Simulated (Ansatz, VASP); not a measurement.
One calculation of ZrC3, two programs

```
Zr C
1.0
     0.00000    3.23749    0.00000
     3.23749    0.00000    0.00000
     1.61875    1.61875   -3.55830
Zr C
1 3
Direct
  0.00000 0.00000 0.00000
  0.50000 0.50000 0.00000
  0.75000 0.25000 0.50000
  0.25000 0.75000 0.50000
```

Alike in both runs: functional PBEsol; k mesh 8 × 8 × 8; no spin polarisation.

Ansatz relaxed the structure, and its values are those at the end. VASP's run is a single point on that final structure, the one shown.

|  | VASP | Ansatz |
| --- | --- | --- |
| version | VASP 6.6.1 | Ansatz 0.2.0 |
| potentials or method | VASP PAW PBE potentials, release 64 (Zr_sv, C), cutoff 520 eV | PAW plane waves |
| occupations | fermi-dirac, width 0.1 eV | fermi-dirac |
| valence electrons in the cell | 24 | 24 |

Ansatz gave:

```
pressure (GPa) : 5.3
```

Q: What did VASP give for the same quantities?

A: Pressure (GPa): 5.7.

VASP's potentials were made for PBE, not for PBEsol. Ansatz's warnings: stress scf threshold loose.
